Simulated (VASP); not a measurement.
# Pb (Fm-3m) in VASP: further runs

The runs below take Pb through single point, relaxation of cell and atoms, with PBE.

Program: VASP 6.6.1. These are calculated values, not measurements. Logs are shortened: lines on timing, memory, paths and dates and some standing lists are left out, and cuts for length are marked.

**1. The cell of the first run**

Symmetry: Fm-3m, No. 225, cubic system. Conventional cell: a = 4.879 Å, b = 4.879 Å, c = 4.879 Å, α = 90.00°, β = 90.00°, γ = 90.00°. Within 4.5 Å of Pb (site symmetry m-3m) lie 12 Pb at 3.45 Å.

**2. Single point, PBE**

INCAR reads:

```
ALGO = Normal
EDIFF = 1E-7
ENCUT = 520
GGA = PE
ISIF = 2
ISMEAR = -1
LASPH = T
LCHARG = F
LREAL = F
LWAVE = F
NBANDS = 13
NELM = 60
PREC = Accurate
SIGMA = 0.1
```

KPOINTS reads:

```
k-points
0
Gamma
  14 14 14
```

POSCAR reads:

```
Pb
1.0
    0.0000000000      2.4395794005      2.4395794005
    2.4395794005      0.0000000000      2.4395794005
    2.4395794005      2.4395794005      0.0000000000
Pb
1
Direct
    0.0000000000      0.0000000000      0.0000000000
```

Potentials or basis: VASP PAW PBE potentials, release 64 (Pb_d).

Launch:

```bash
$ cat potpaw_PBE.64/Pb_d/POTCAR > POTCAR
$ mpirun -np 1 vasp_std > vasp.out
```

OUTCAR:

```text
EDIFF = 1E-7
   ENCUT = 520
   GGA = PE
   ISIF = 2
   ISMEAR = -1
   LASPH = T
   LREAL = F
   NELM = 60
   PREC = Accurate

 ion  position               nearest neighbor table
   1  0.000  0.000  0.000-

  LATTYP: Found a face centered cubic cell.
 ALAT       =     4.8791588010

  Lattice vectors:

 A1 = (   0.0000000000,   2.4395794005,   2.4395794005)
 A2 = (   2.4395794005,   0.0000000000,   2.4395794005)
 A3 = (   2.4395794005,   2.4395794005,   0.0000000000)

Analysis of symmetry for initial positions (statically):
=====================================================================
 Subroutine PRICEL returns:
 Original cell was already a primitive cell.

 Routine SETGRP: Setting up the symmetry group for a
 face centered cubic supercell.

 Subroutine GETGRP returns: Found 48 space group operations
 (whereof 48 operations were pure point group operations)
 out of a pool of 48 trial point group operations.

The static configuration has the point symmetry O_h .

Analysis of symmetry for dynamics (positions and initial velocities):
=====================================================================
 Subroutine PRICEL returns:
 Original cell was already a primitive cell.

 Routine SETGRP: Setting up the symmetry group for a
 face centered cubic supercell.

 Subroutine GETGRP returns: Found 48 space group operations
 (whereof 48 operations were pure point group operations)
 out of a pool of 48 trial point group operations.

The dynamic configuration has the point symmetry O_h .

 Subroutine INISYM returns: Found 48 space group operations
 (whereof 48 operations are pure point group operations),
 and found     1 'primitive' translations

----------------------------------------------------------------------------------------

                                     Primitive cell

  volume of cell :      29.0385

  direct lattice vectors                    reciprocal lattice vectors
     0.000000000  2.439579400  2.439579400    -0.204953362  0.204953362  0.204953362
     2.439579400  0.000000000  2.439579400     0.204953362 -0.204953362  0.204953362
     2.439579400  2.439579400  0.000000000     0.204953362  0.204953362 -0.204953362

  length of vectors
     3.450086275  3.450086275  3.450086275     0.354989636  0.354989636  0.354989636

  position of ions in fractional coordinates (direct lattice)
     0.000000000  0.000000000  0.000000000

  ion indices of the primitive-cell ions
[... 70 lines left out ...]
   LSORBIT =      F    spin-orbit coupling
   LASPH  =      T    aspherical Exc in radial PAW
   ENCUT  =  520.0 eV  38.22 Ry    6.18 a.u.   6.41  6.41  6.41*2*pi/ulx,y,z
   NELM   =     60;   NELMIN=  2; NELMDL= -5     # of ELM steps
   EDIFF  = 0.1E-06   stopping-criterion for ELM
   LREAL  =      F    real-space projection
   EDIFFG = 0.1E-05   stopping-criterion for IOM
   NSW    =      0    number of steps for IOM
   IBRION =     -1    ionic relax: 0-MD 1-quasi-New 2-CG
   NFREE  =      0    steps in history (QN), initial steepest desc. (CG)
   ISIF   =      2    stress and relaxation
   ISYM   =      2    0-nonsym 1-usesym 2-fastsym
   POTIM  = 0.5000    time-step for ionic-motion
   TEBEG  =    0.0;   TEEND  =   0.0 temperature during run
   PSTRESS=    0.0 pullay stress
   NELECT =      14.0000    total number of electrons
   NUPDOWN=      -1.0000    fix difference up-down
   EMIN   =  10.00;   EMAX   =-10.00  energy-range for DOS
   EFERMI =   0.00;   METHOD = LEGACY
   ISMEAR =    -1;   SIGMA  =   0.10  broadening in eV -4-tet -1-fermi 0-gaus
   EFERMI_NEDOS =   21; number of points for ismear=-14 and -15
   IALGO  =     38    algorithm
   IMIX   =      4    mixing-type and parameters
     AMIX     =   0.40;   BMIX     =  1.00
     AMIX_MAG =   1.60;   BMIX_MAG =  1.00
  volume/ion in A,a.u.               =      29.04       195.96
  Fermi-wavevector in a.u.,A,eV,Ry     =   1.283687  2.425817 22.420400  1.647853
  Thomas-Fermi vector in A             =   2.415925
   LORBIT       =      0    0 simple, 1 ext, 2 COOP (PROOUT), +10 PAW based schemes
   GGA     = PE    functional components
[... 5 lines left out ...]
 non-spin polarized calculation
  energy-cutoff  :      520.00
  volume of cell :       29.04
 maximum number of plane-waves:       801
 NGX is ok and might be reduce to    28
   NGX = 13   NGY = 13   NGZ = 13

 number of electron      13.9999999 magnetization

 Free energy of the ion-electron system (eV)
  ---------------------------------------------------
  ext. energy  EPLUGINS =         0.00000000
  ---------------------------------------------------
  free energy    TOTEN  =        -3.53349917 eV

  energy without entropy =       -3.51829458  energy(sigma->0) =       -3.52589687

 E-fermi :   7.8309     XC(G=0): -10.3941

 val. band max:        7.8144278333   @ k =  -0.2857   0.2857   0.0714
 cond. band min:       7.8923393704   @ k =   0.3571   0.2143   0.0000
 fundamental gap:      0.0779115372
 Fermi energy:         7.8309182969

 k-point     1 :       0.0000    0.0000    0.0000
  band No.  band energies     occupation
      1      -9.3286      2.00000
      2      -9.3286      2.00000
      3      -9.3286      2.00000
      4      -9.1689      2.00000
      5      -9.1689      2.00000
      6      -4.2782      2.00000
      7      15.5432      0.00000
      8      15.5432      0.00000
      9      15.5432      0.00000
     10      17.5642      0.00000
     11      19.6740      0.00000
     12      20.5889      0.00000
     13      20.5889      0.00000
[... 354 lines left out ...]
  band No.  band energies     occupation
      1      -9.3769      2.00000
      2      -9.2640      2.00000
      3      -9.2313      2.00000
      4      -9.1848      2.00000
      5      -9.0909      2.00000
      6      -2.7729      2.00000
      7       9.1323      0.00000
      8      12.6973      0.00000
      9      13.0023      0.00000
     10      16.3235      0.00000
     11      18.0121      0.00000
     12      21.9835      0.00000
     13      22.4239      0.00000

 [... further k-points ...]
[... 5 lines left out ...]
  --------------------------------------------------------------------------------------
  -------------------------------------------------------------------------------------
  Total        0.8779798      0.8779798      0.8779798      0.0000000      0.0000000      0.0000000
  in kB       48.4417940     48.4417940     48.4417940      0.0000000      0.0000000      0.0000000
  external PRESSURE =      48.4417940 kB  Pullay stress =       0.0000000 kB

 VOLUME and BASIS-vectors are now :
 -----------------------------------------------------------------------------
  energy-cutoff  :      520.00
  volume of cell :       29.04
      direct lattice vectors                 reciprocal lattice vectors
     0.000000000  2.439579400  2.439579400    -0.204953362  0.204953362  0.204953362
     2.439579400  0.000000000  2.439579400     0.204953362 -0.204953362  0.204953362
     2.439579400  2.439579400  0.000000000     0.204953362  0.204953362 -0.204953362

 POSITION                                       TOTAL-FORCE (eV/Angst)
 -----------------------------------------------------------------------------------
      0.00000      0.00000      0.00000         0.000000     -0.000000      0.000000
 -----------------------------------------------------------------------------------
    total drift:                               -0.000000     -0.000000     -0.000000

  FREE ENERGIE OF THE ION-ELECTRON SYSTEM (eV)
  ---------------------------------------------------
  free  energy   TOTEN  =        -3.5334991742 eV

  energy  without entropy=       -3.5182945756  energy(sigma->0) =       -3.52589687
```

It took 15 s on 1 thread of Intel Xeon 6975P-C (Granite Rapids), shared host; peak memory 0.17 GiB.

Results:

```yaml
Free_energy: -3.5335 eV
Pressure: 4.8 GPa
Band_gap_on_the_k_mesh: zero (band 7 reaches 15.54 eV, above the bottom of band 8 at 6.13 eV)
```

Caveat: spin-orbit coupling is left out, which moves the levels of the heavy elements.

**3. Relaxation of cell and atoms, PBE, target pressure 4.9 GPa, at which the enthalpy is minimised**

INCAR reads:

```
ALGO = Normal ; EDIFF = 1E-6
EDIFFG = -0.005 ; ENCUT = 600
GGA = PE ; IBRION = 2
ISIF = 3 ; ISMEAR = -1
LASPH = T ; LCHARG = F
LREAL = F ; LWAVE = F
NELM = 60 ; NSW = 60
PREC = Accurate ; PSTRESS = 49.0
SIGMA = 0.1
```

KPOINTS is that of step 2.

POSCAR is that of step 2.

Potentials or basis: VASP PAW PBE potentials, release 64 (Pb_d).

Launch:

```bash
$ cat potpaw_PBE.64/Pb_d/POTCAR > POTCAR
$ mpirun -np 1 vasp_std > vasp.out
```

Wall time 13 s (1 thread of Intel Xeon 6975P-C (Granite Rapids), shared host); peak memory 0.18 GiB.

Results (log left out):

```yaml
Free_energy: -3.5335 eV
Pressure_after_relaxing: 4.9 GPa
Band_gap_on_the_k_mesh: zero (band 7 reaches 15.54 eV, above the bottom of band 8 at 6.13 eV)
```

Final structure:
```
Pb
1.0
     0.00000    2.43958    2.43958
     2.43958    0.00000    2.43958
     2.43958    2.43958    0.00000
Pb
1
Direct
  0.00000 0.00000 0.00000
```

Levels at points of the mesh, in eV from the Fermi level:
```csv
k point,band 5,band 6,band 7,band 8,band 9,band 10
"(0.00, 0.00, 0.00)",-17.00,-12.11,7.71,7.71,7.71,9.73
"(0.50, 0.00, 0.00)",-16.85,-8.22,-4.48,5.77,5.77,9.21
"(0.50, 0.50, 0.00)",-16.81,-6.70,-3.50,2.04,2.04,5.46
```

Caveat: the relaxation stopped at its first step, so nothing moved; the cell is relaxed towards a set pressure, so the enthalpy falls and the energy may rise; spin-orbit coupling is left out, which moves the levels of the heavy elements.

**4. Relaxation of cell and atoms, PBE, target pressure 4.9 GPa, at which the enthalpy is minimised**

INCAR reads:

```
SYSTEM = Pb
PREC = Accurate ; ENCUT = 600
EDIFF = 1E-6 ; ISMEAR = -1
SIGMA = 0.1 ; LREAL = .False.
LASPH = .True. ; NELM = 100
ALGO = Normal ; ISIF = 3
LWAVE = .False. ; LCHARG = .False.
GGA = PE ; IBRION = 2
NSW = 32 ; EDIFFG = -0.005
PSTRESS = 49.0
```

KPOINTS reads:

```
regular mesh
0
Gamma
  14 14 14
  0 0 0
```

POSCAR is that of step 3.

Launch:

```bash
$ cat potpaw_PBE.64/Pb_d/POTCAR > POTCAR
$ mpirun -np 1 vasp_std > vasp.out
```

Run time: 21 s. Hardware: 1 thread of Intel Xeon Platinum 8488C (Sapphire Rapids), shared host; peak memory 0.18 GiB.

It converged, with:

* Free energy: -3.5335 eV
* Pressure after relaxing: 4.9 GPa
* Band gap on the k mesh: zero (band 7 reaches 15.54 eV, above the bottom of band 8 at 6.13 eV)

Final structure:
```yaml
crystal:
  lattice:
    - [0.00000, 2.43958, 2.43958]
    - [2.43958, 0.00000, 2.43958]
    - [2.43958, 2.43958, 0.00000]
  atoms:
    - { symbol: Pb, position: [0.00000, 0.00000, 0.00000] }
```

Levels at points of the mesh, in eV from the Fermi level:
| k point | band 4 | band 5 | band 6 | band 7 | band 8 | band 9 | band 10 | band 11 |
| --- | --- | --- | --- | --- | --- | --- | --- | --- |
| (0.00, 0.00, 0.00) | -17.00 | -17.00 | -12.11 | 7.71 | 7.71 | 7.71 | 9.73 | 11.84 |
| (0.50, 0.00, 0.00) | -16.85 | -16.85 | -8.22 | -4.48 | 5.77 | 5.77 | 9.21 | 9.81 |
| (0.50, 0.50, 0.00) | -16.81 | -16.81 | -6.70 | -3.50 | 2.04 | 2.04 | 5.46 | 6.74 |

Caveat: the relaxation stopped at its first step, so nothing moved; the cell is relaxed towards a set pressure, so the enthalpy falls and the energy may rise; spin-orbit coupling is left out, which moves the levels of the heavy elements.
